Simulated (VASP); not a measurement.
# OH2 in VASP: further runs

The runs below take OH2 through single point, relaxation of the atoms, with PBE.

Program: VASP 6.6.1. These are calculated values, not measurements. Logs are shortened: lines on timing, memory, paths and dates and some standing lists are left out, and cuts for length are marked.

### 1 The cell of the first run

The cell holds a molecule in a box, 3 atoms: a = 15.000 Å, b = 15.500 Å, c = 16.000 Å, α = 90.00°, β = 90.00°, γ = 90.00°.

### 2 Single point, PBE

Input file INCAR:

```
SYSTEM = H2O
  ALGO = Normal
  EDIFF = 1E-6
  ENCUT = 910
  GGA = PE
  GGA_COMPAT = .FALSE.
  ISIF = 2
  ISMEAR = 0
  ISYM = 0
  LASPH = .TRUE.
  LCHARG = .FALSE.
  LREAL = .FALSE.
  LWAVE = .FALSE.
  NBANDS = 11
  NELM = 120
  NELMDL = -8
  PREC = Accurate
  SIGMA = 0.005
```

Input file KPOINTS:

```
k-points
0
G
  1 1 1
  0 0 0
```

Input file POSCAR:

```
H2O
1.0
   15.0000000000      0.0000000000      0.0000000000
    0.0000000000     15.5000000000      0.0000000000
    0.0000000000      0.0000000000     16.0000000000
O H
1 2
Direct
    0.5000921038      0.4799344645      0.4844984690
    0.5508548988      0.5114516417      0.5062921511
    0.4490529973      0.5086138938      0.5092093798
```

Potentials or basis: VASP PAW PBE potentials, release 64 (O_h, H_h).

Run with:

```console
> cat potpaw_PBE.64/O_h/POTCAR potpaw_PBE.64/H_h/POTCAR > POTCAR
> mpirun -np 1 vasp_gam > vasp.out
```

OUTCAR:

```text
SYSTEM = H2O
   EDIFF = 1E-6
   ENCUT = 910
   GGA = PE
   ISIF = 2
   ISMEAR = 0
   ISYM = 0
   LASPH = .TRUE.
   LREAL = .FALSE.
   NELM = 120
   NELMDL = -8
   PREC = Accurate

 ion  position               nearest neighbor table
   1  0.500  0.480  0.484-   2 0.97   3 0.97
   2  0.551  0.511  0.506-   1 0.97
   3  0.449  0.509  0.509-   1 0.97

IMPORTANT INFORMATION: All symmetrisations will be switched off!
NOSYMM: (Re-)initialisation of all symmetry stuff for point group C_1.

----------------------------------------------------------------------------------------

                                     Primitive cell

  volume of cell :    3720.0000

  direct lattice vectors                    reciprocal lattice vectors
    15.000000000  0.000000000  0.000000000     0.066666667  0.000000000  0.000000000
     0.000000000 15.500000000  0.000000000     0.000000000  0.064516129  0.000000000
     0.000000000  0.000000000 16.000000000     0.000000000  0.000000000  0.062500000

  length of vectors
    15.000000000 15.500000000 16.000000000     0.066666667  0.064516129  0.062500000

  position of ions in fractional coordinates (direct lattice)
     0.500092104  0.479934464  0.484498469
     0.550854899  0.511451642  0.506292151
     0.449052997  0.508613894  0.509209380

  ion indices of the primitive-cell ions
   primitive index   ion index
                 1           1
                 2           2
                 3           3

----------------------------------------------------------------------------------------

 KPOINTS: k-points

Automatic generation of k-mesh.
 Grid dimensions read from file:
 generate k-points for:    1    1    1

 Generating k-lattice:

  Cartesian coordinates                     Fractional coordinates (reciprocal lattice)
     0.066666667  0.000000000  0.000000000     1.000000000  0.000000000  0.000000000
     0.000000000  0.064516129  0.000000000     0.000000000  1.000000000  0.000000000
     0.000000000  0.000000000  0.062500000     0.000000000  0.000000000  1.000000000

  Length of vectors
     0.066666667  0.064516129  0.062500000

  Shift w.r.t. Gamma in fractional coordinates (k-lattice)
     0.000000000  0.000000000  0.000000000

 Subroutine IBZKPT returns following result:
 ===========================================

 Found      1 irreducible k-points:

 Following reciprocal coordinates:
            Coordinates               Weight
  0.000000  0.000000  0.000000      1.000000
   k-points           NKPTS =      1   k-points in BZ     NKDIM =      1   number of bands    NBANDS=     11
   number of dos      NEDOS =    301   number of ions     NIONS =      3
   total plane-waves  NPLWV = ******
   dimension x,y,z NGX =   150 NGY =  160 NGZ =  160
   dimension x,y,z NGXF=   300 NGYF=  320 NGZF=  320
   ions per type =               1   2
   NGX,Y,Z   is equivalent  to a cutoff of  16.62, 17.16, 16.62 a.u.
   NGXF,Y,Z  is equivalent  to a cutoff of  33.25, 34.32, 33.25 a.u.
 SYSTEM =  H2O
   PREC   = accura    normal or accurate (medium, high low for compatibility)
   ISTART =      0    job   : 0-new  1-cont  2-samecut
   ICHARG =      2    charge: 1-file 2-atom 10-const
   ISPIN  =      1    spin polarized calculation?
   LNONCOLLINEAR =      F non collinear calculations
   LSORBIT =      F    spin-orbit coupling
   LASPH  =      T    aspherical Exc in radial PAW
   ENCUT  =  910.0 eV  66.88 Ry    8.18 a.u.  36.90 38.12 39.35*2*pi/ulx,y,z
   NELM   =    120;   NELMIN=  2; NELMDL= -8     # of ELM steps
   EDIFF  = 0.1E-05   stopping-criterion for ELM
   LREAL  =      F    real-space projection
   EDIFFG = 0.1E-04   stopping-criterion for IOM
   NSW    =      0    number of steps for IOM
   IBRION =     -1    ionic relax: 0-MD 1-quasi-New 2-CG
   NFREE  =      0    steps in history (QN), initial steepest desc. (CG)
   ISIF   =      2    stress and relaxation
   ISYM   =      0    0-nonsym 1-usesym 2-fastsym
   POTIM  = 0.5000    time-step for ionic-motion
   TEBEG  =    0.0;   TEEND  =   0.0 temperature during run
   PSTRESS=    0.0 pullay stress
   NELECT =       8.0000    total number of electrons
   NUPDOWN=      -1.0000    fix difference up-down
   EMIN   =  10.00;   EMAX   =-10.00  energy-range for DOS
   EFERMI =   0.00;   METHOD = LEGACY
   ISMEAR =     0;   SIGMA  =   0.01  broadening in eV -4-tet -1-fermi 0-gaus
   EFERMI_NEDOS =   21; number of points for ismear=-14 and -15
   IALGO  =     38    algorithm
   IMIX   =      4    mixing-type and parameters
     AMIX     =   0.40;   BMIX     =  1.00
     AMIX_MAG =   1.60;   BMIX_MAG =  1.00
  volume/ion in A,a.u.               =    1240.00      8367.93
  Fermi-wavevector in a.u.,A,eV,Ry     =   0.211312  0.399321  0.607537  0.044653
  Thomas-Fermi vector in A             =   0.980203
   LORBIT       =      0    0 simple, 1 ext, 2 COOP (PROOUT), +10 PAW based schemes
   GGA     = PE    functional components
   LHFCALC =     F    Hartree Fock is set to
   AEXX    =    0.0000 exact exchange contribution
   IVDW    =     0    specifies the selected vdW correction
   LEPSILON=     F    determine dielectric tensor
   LRPA    =     F    only Hartree local field effects (RPA)
 non-spin polarized calculation
 Gauss-broadening in eV      SIGMA  =   0.01
  energy-cutoff  :      910.00
  volume of cell :     3720.00
 maximum number of plane-waves:    115862
 NGX is ok and might be reduce to   150
   NGX = 73   NGY = 77   NGZ = 79

 number of electron       8.0000001 magnetization

 Free energy of the ion-electron system (eV)
  ---------------------------------------------------
  ext. energy  EPLUGINS =         0.00000000
  ---------------------------------------------------
  free energy    TOTEN  =       -14.29055944 eV

  energy without entropy =      -14.29055944  energy(sigma->0) =      -14.29055944

 E-fermi :  -7.1644     XC(G=0):  -0.1639

 val. band max:       -7.1996626133   @ k =   0.0000   0.0000   0.0000
 cond. band min:      -0.9495418299   @ k =   0.0000   0.0000   0.0000
 fundamental gap:      6.2501207835
 Fermi energy:        -7.1643521982

 k-point     1 :       0.0000    0.0000    0.0000
  band No.  band energies     occupation
      1     -25.2583      2.00000
      2     -13.0424      2.00000
      3      -9.3115      2.00000
      4      -7.1997      2.00000
      5      -0.9495      0.00000
      6       0.0973      0.00000
      7       0.3722      0.00000
      8       0.4806      0.00000
      9       0.5256      0.00000
     10       0.5976      0.00000
     11       0.6303      0.00000

------------------------ aborting loop because EDIFF is reached ----------------------------------------

  FORCE on cell =-STRESS in cart. coord.  units (eV):
  Direction    XX          YY          ZZ          XY          YZ          ZX
  --------------------------------------------------------------------------------------
  -------------------------------------------------------------------------------------
  Total       -0.0621177     -0.0921041     -0.0902673      0.0009257      0.0007142     -0.0006529
  in kB       -0.0267536     -0.0396686     -0.0388775      0.0003987      0.0003076     -0.0002812
  external PRESSURE =      -0.0350999 kB  Pullay stress =       0.0000000 kB

 VOLUME and BASIS-vectors are now :
 -----------------------------------------------------------------------------
  energy-cutoff  :      910.00
  volume of cell :     3720.00
      direct lattice vectors                 reciprocal lattice vectors
    15.000000000  0.000000000  0.000000000     0.066666667  0.000000000  0.000000000
     0.000000000 15.500000000  0.000000000     0.000000000  0.064516129  0.000000000
     0.000000000  0.000000000 16.000000000     0.000000000  0.000000000  0.062500000

 POSITION                                       TOTAL-FORCE (eV/Angst)
 -----------------------------------------------------------------------------------
      7.50138      7.43898      7.75198        -0.000391      0.003000      0.002246
      8.26282      7.92750      8.10067         0.014353     -0.000947     -0.001473
      6.73579      7.88352      8.14735        -0.013962     -0.002053     -0.000772
 -----------------------------------------------------------------------------------
    total drift:                                0.000026      0.000397     -0.000404

  FREE ENERGIE OF THE ION-ELECTRON SYSTEM (eV)
  ---------------------------------------------------
  free  energy   TOTEN  =       -14.2905594433 eV

  energy  without entropy=      -14.2905594433  energy(sigma->0) =      -14.29055944
```

It took 12 min on 1 thread of Intel Xeon Platinum 8375C at 2.90GHz (Ice Lake), shared host; peak memory 5.3 GiB.

What came out:

* Free energy: -14.2906 eV
* Largest force: 0.014 eV/Å
* Gap between the frontier levels: 6.25 eV

Forces in eV/Å, atoms in the order of the input:
```
O    0.000  0.003  0.002
H    0.014 -0.001 -0.001
H   -0.014 -0.002 -0.001
```

Caveat: the cutoff is under 1.25 times the usual one of these potentials, so pressure, stress and relaxed cells hold a basis-set (Pulay) error.

### 3 Relaxation of the atoms, PBE

Input file INCAR:

```
  ALGO = Normal
  EDIFF = 1E-6
  EDIFFG = -0.01
  ENCUT = 520
  GGA = PE
  IBRION = 2
  ISIF = 2
  ISMEAR = 0
  ISYM = 0
  LASPH = True
  LCHARG = False
  LREAL = False
  LWAVE = False
  NELM = 100
  NSW = 100
  PREC = Accurate
  SIGMA = 0.005
```

Input file KPOINTS:

```
k-points
0
Gamma
  1 1 1
```

Input file POSCAR:

```
H2O
1.0
   15.0000000000      0.0000000000      0.0000000000
    0.0000000000     15.5000000000      0.0000000000
    0.0000000000      0.0000000000     16.0000000000
O H
1 2
Direct
    0.5011452656      0.4800741017      0.4845525650
    0.5482155136      0.5110123779      0.5060858564
    0.4506392208      0.5089135204      0.5093615786
```

Potentials or basis: VASP PAW PBE potentials, release 64 (O, H).

Run with:

```console
> cat potpaw_PBE.64/O/POTCAR potpaw_PBE.64/H/POTCAR > POTCAR
> mpirun -np 1 vasp_gam > vasp.out
```

OUTCAR:

```text
EDIFF = 1E-6
   EDIFFG = -0.01
   ENCUT = 520
   GGA = PE
   IBRION = 2
   ISIF = 2
   ISMEAR = 0
   ISYM = 0
   LASPH = True
   LREAL = False
   NELM = 100
   NSW = 100
   PREC = Accurate

 ion  position               nearest neighbor table
   1  0.501  0.480  0.485-   2 0.92   3 0.97
   2  0.548  0.511  0.506-   1 0.92
   3  0.451  0.509  0.509-   1 0.97

IMPORTANT INFORMATION: All symmetrisations will be switched off!
NOSYMM: (Re-)initialisation of all symmetry stuff for point group C_1.

----------------------------------------------------------------------------------------

                                     Primitive cell

  volume of cell :    3720.0000

  direct lattice vectors                    reciprocal lattice vectors
    15.000000000  0.000000000  0.000000000     0.066666667  0.000000000  0.000000000
     0.000000000 15.500000000  0.000000000     0.000000000  0.064516129  0.000000000
     0.000000000  0.000000000 16.000000000     0.000000000  0.000000000  0.062500000

  length of vectors
    15.000000000 15.500000000 16.000000000     0.066666667  0.064516129  0.062500000

  position of ions in fractional coordinates (direct lattice)
     0.501145266  0.480074102  0.484552565
     0.548215514  0.511012378  0.506085856
     0.450639221  0.508913520  0.509361579

  ion indices of the primitive-cell ions
   primitive index   ion index
                 1           1
                 2           2
                 3           3

----------------------------------------------------------------------------------------

 KPOINTS: k-points

Automatic generation of k-mesh.
 Grid dimensions read from file:
 generate k-points for:    1    1    1

 Generating k-lattice:

  Cartesian coordinates                     Fractional coordinates (reciprocal lattice)
     0.066666667  0.000000000  0.000000000     1.000000000  0.000000000  0.000000000
     0.000000000  0.064516129  0.000000000     0.000000000  1.000000000  0.000000000
     0.000000000  0.000000000  0.062500000     0.000000000  0.000000000  1.000000000

[... 57 lines left out ...]
   GGA     = PE    functional components
   LHFCALC =     F    Hartree Fock is set to
   AEXX    =    0.0000 exact exchange contribution
   IVDW    =     0    specifies the selected vdW correction
   LEPSILON=     F    determine dielectric tensor
   LRPA    =     F    only Hartree local field effects (RPA)
 conjugate gradient relaxation of ions
 non-spin polarized calculation
 Gauss-broadening in eV      SIGMA  =   0.01
  energy-cutoff  :      520.00
  volume of cell :     3720.00
 maximum number of plane-waves:     50071
 NGX is ok and might be reduce to   112
   NGX = 55   NGY = 57   NGZ = 59

--------------------------------------- Ionic step        1  -------------------------------------------

 number of electron       8.0000002 magnetization

 Free energy of the ion-electron system (eV)
  ---------------------------------------------------
  ext. energy  EPLUGINS =         0.00000000
  ---------------------------------------------------
  free energy    TOTEN  =       -14.14788299 eV

  energy without entropy =      -14.14788299  energy(sigma->0) =      -14.14788299

------------------------ aborting loop because EDIFF is reached ----------------------------------------

  FORCE on cell =-STRESS in cart. coord.  units (eV):
  Direction    XX          YY          ZZ          XY          YZ          ZX
  --------------------------------------------------------------------------------------
  -------------------------------------------------------------------------------------
  Total        2.1796551      0.6314835      0.2960206      1.0404524      0.5011504      0.7095597
  in kB        0.9387618      0.2719754      0.1274939      0.4481154      0.2158419      0.3056023
  external PRESSURE =       0.4460771 kB  Pullay stress =       0.0000000 kB
[... 92 lines left out ...]
  FREE ENERGIE OF THE ION-ELECTRON SYSTEM (eV)
  ---------------------------------------------------
  free  energy   TOTEN  =       -14.2200800086 eV

  energy  without entropy=      -14.2200800086  energy(sigma->0) =      -14.22008001

[... ionic steps 4 to 8 ...]

--------------------------------------- Ionic step        9  -------------------------------------------

 number of electron       8.0000000 magnetization

------------------------ aborting loop because EDIFF is reached ----------------------------------------
[... 69 lines left out ...]
--------------------------------------- Ionic step       11  -------------------------------------------

 number of electron       8.0000000 magnetization

 Free energy of the ion-electron system (eV)
  ---------------------------------------------------
  ext. energy  EPLUGINS =         0.00000000
  ---------------------------------------------------
  free energy    TOTEN  =       -14.23205274 eV

  energy without entropy =      -14.23205274  energy(sigma->0) =      -14.23205274

 E-fermi :  -7.1568     XC(G=0):  -0.1632

 val. band max:       -7.1895086648   @ k =   0.0000   0.0000   0.0000
 cond. band min:      -0.9684803111   @ k =   0.0000   0.0000   0.0000
 fundamental gap:      6.2210283537
 Fermi energy:        -7.1567884096

 k-point     1 :       0.0000    0.0000    0.0000
  band No.  band energies     occupation
      1     -25.2681      2.00000
      2     -13.0648      2.00000
      3      -9.2444      2.00000
      4      -7.1895      2.00000
      5      -0.9685      0.00000
      6       0.0948      0.00000
      7       0.3725      0.00000
      8       0.4765      0.00000
[... 28 lines left out ...]
  FREE ENERGIE OF THE ION-ELECTRON SYSTEM (eV)
  ---------------------------------------------------
  free  energy   TOTEN  =       -14.2320527384 eV

  energy  without entropy=      -14.2320527384  energy(sigma->0) =      -14.23205274

 reached required accuracy - stopping structural energy minimisation
```

Run time: 26 min. Hardware: 1 thread of Intel Xeon Platinum 8488C (Sapphire Rapids), shared host; peak memory 2.2 GiB.

What came out:

```
Free energy                     : -14.2321 eV
Energy gained by relaxing       : 28.1 meV/atom
Ionic steps                     : 11
Largest force after relaxing    : 0.005 eV/Å
Gap between the frontier levels : 6.22 eV
```

Forces in eV/Å, atoms in the order of the input:
```
O   -0.005  0.000  0.001
H    0.001  0.001  0.000
H    0.003 -0.001 -0.002
```

Step by step:
```
step  energy change (eV)  largest force (eV/Å)  pressure (GPa)
   1              0.0000                3.1797            0.04
   2              0.7441                5.6302           -0.08
   3             -0.0722                0.6116            0.00
   4             -0.0730                0.6033            0.01
   5             -0.0730                0.6014            0.01
   6             -0.0717                1.0566           -0.02
   7             -0.0782                0.4517            0.00
   8             -0.0842                0.0276            0.00
   9             -0.0842                0.0247            0.00
  10             -0.0841                0.0546            0.00
  11             -0.0842                0.0048            0.00
```

Final structure:
```
CELL_PARAMETERS angstrom
15.00000 0.00000 0.00000
0.00000 15.50000 0.00000
0.00000 0.00000 16.00000
ATOMIC_POSITIONS crystal
O 0.50010 0.47999 0.48455
H 0.55113 0.51144 0.50627
H 0.44876 0.50856 0.50918
```
